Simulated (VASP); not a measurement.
Write the native input for VASP 6.6.1 that does the following.

* Task: single point
* Functional: r2SCANh
* Potentials or basis: VASP PAW PBE potentials, release 64 (Zr_sv, C)
* Cutoff: 520 eV
* k mesh: 5 × 5 × 5
* Occupations: fermi-dirac, width 0.05 eV
* Spin: no spin polarisation
* Dipole correction: no
* Grid for exact exchange (PRECFOCK): Normal
* Further INCAR settings: ALGO = Normal; EDIFF = 1e-07; NBANDS = 15
* Share of exact exchange: 0.1

The system is ZrC.

```xyz
2
Lattice="0.0000 2.5455 2.5455 2.5455 0.0000 2.5455 2.5455 2.5455 0.0000" Properties=species:S:1:pos:R:3 pbc="T T T"
Zr    2.5455    2.5455    2.5455
C     3.8183    3.8183    3.8183
```

One way to write it, as run:

POSCAR

```
ZrC
1.0
    0.0000000000      2.5455200000      2.5455200000
    2.5455200000      0.0000000000      2.5455200000
    2.5455200000      2.5455200000      0.0000000000
Zr C
1 1
Direct
    0.5000000000      0.5000000000      0.5000000000
    0.7500000000      0.7500000000      0.7500000000
```

INCAR.step1

```
ALGO = Normal
EDIFF = 1E-5
ENCUT = 520
GGA = PE
ISIF = 2
ISMEAR = -1
LASPH = True
LCHARG = False
LREAL = False
LWAVE = True
NBANDS = 15
NELM = 60
PREC = Accurate
SIGMA = 0.05
```

INCAR.step2

```
AEXX = 0.1
ALGO = Normal
EDIFF = 1E-7
ENCUT = 520
ISIF = 2
ISMEAR = -1
ISTART = 1
LASPH = True
LCHARG = False
LHFCALC = True
LMIXTAU = True
LREAL = False
LWAVE = False
METAGGA = R2SCAN
NBANDS = 15
NELM = 60
PREC = Accurate
PRECFOCK = Normal
SIGMA = 0.05
```

KPOINTS

```
k-points
0
Gamma
  5 5 5
```

Potentials or basis: VASP PAW PBE potentials, release 64 (Zr_sv, C).

The run is started by

```bash
$ cat potpaw_PBE.64/Zr_sv/POTCAR potpaw_PBE.64/C/POTCAR > POTCAR
$ cp INCAR.step1 INCAR
$ mpirun -np 1 vasp_std > vasp.out
$ cp INCAR.step2 INCAR
$ mpirun -np 1 vasp_std > vasp.out
```

It gave:

```
Pressure               : -0.3 GPa
Band gap on the k mesh : 1.54 eV
```

Caveat: the k points lie up to 0.43 Å⁻¹ apart; the PAW data sets were made with another functional, which shifts forces and pressure a little; an odd mesh through Γ misses points on the zone boundary, where band edges can lie.

Run time: 20 min on 1 thread of AMD EPYC 7R13 Processor (Zen 3), with other jobs on the host, peak memory 0.15 GiB.
